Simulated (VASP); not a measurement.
Write the native input for VASP 6.6.1 that does the following.

```
Task                   : single point
Functional             : r2SCAN
Potentials or basis    : VASP PAW PBE potentials, release 64 (Li_sv, Cl)
Cutoff                 : 520 eV
k mesh                 : 8 × 8 × 8
Occupations            : gaussian, width 0.01 eV
Spin                   : no spin polarisation
Dipole correction      : no
Further INCAR settings : ALGO = Normal; EDIFF = 1e-07; NBANDS = 12
```

Crystal: LiCl.

```
Li Cl
1.0
     0.00000    2.50385    2.50385
     2.50385    0.00000    2.50385
     2.50385    2.50385    0.00000
Li Cl
1 1
Direct
  0.00000 0.00000 0.00000
  0.50000 0.50000 0.50000
```

This cell differs from its parent crystal: volume changed by -6%.

The input as run:

POSCAR

```
LiCl
1.0
    0.0000000000      2.5038467884      2.5038467884
    2.5038467884      0.0000000000      2.5038467884
    2.5038467884      2.5038467884      0.0000000000
Li Cl
1 1
Direct
    0.0000000000      0.0000000000      0.0000000000
    0.5000000000      0.5000000000      0.5000000000
```

INCAR.step1

```
SYSTEM = LiCl
  PREC = Accurate
  ENCUT = 520
  ISMEAR = 0
  SIGMA = 0.01
  LREAL = .FALSE.
  LASPH = .TRUE.
  NELM = 80
  NBANDS = 12
  GGA = PE
  ALGO = Normal
  EDIFF = 1E-4
  LWAVE = .TRUE.
  LCHARG = .FALSE.
```

INCAR.step2

```
SYSTEM = LiCl
  PREC = Accurate
  ENCUT = 520
  EDIFF = 1E-7
  ISMEAR = 0
  SIGMA = 0.01
  LREAL = .FALSE.
  LASPH = .TRUE.
  NELM = 80
  ALGO = Normal
  ISIF = 2
  LWAVE = .FALSE.
  LCHARG = .FALSE.
  METAGGA = R2SCAN
  LMIXTAU = .TRUE.
  NBANDS = 12
  ISTART = 1
```

KPOINTS

```
regular mesh
0
G
  8 8 8
  0 0 0
```

Potentials or basis: VASP PAW PBE potentials, release 64 (Li_sv, Cl).

Run with:

```bash
$ cat potpaw_PBE.64/Li_sv/POTCAR potpaw_PBE.64/Cl/POTCAR > POTCAR
$ cp INCAR.step1 INCAR
$ mpirun -np 1 vasp_std > vasp.out
$ cp INCAR.step2 INCAR
$ mpirun -np 1 vasp_std > vasp.out
```

It gave:

- Band gap on the k mesh: 7.62 eV, indirect (least direct gap 7.79 eV)

Run time: 68 s on 1 thread of Intel(R) Xeon(R) Platinum 8488C (Sapphire Rapids) (shared host), peak memory 0.15 GiB.
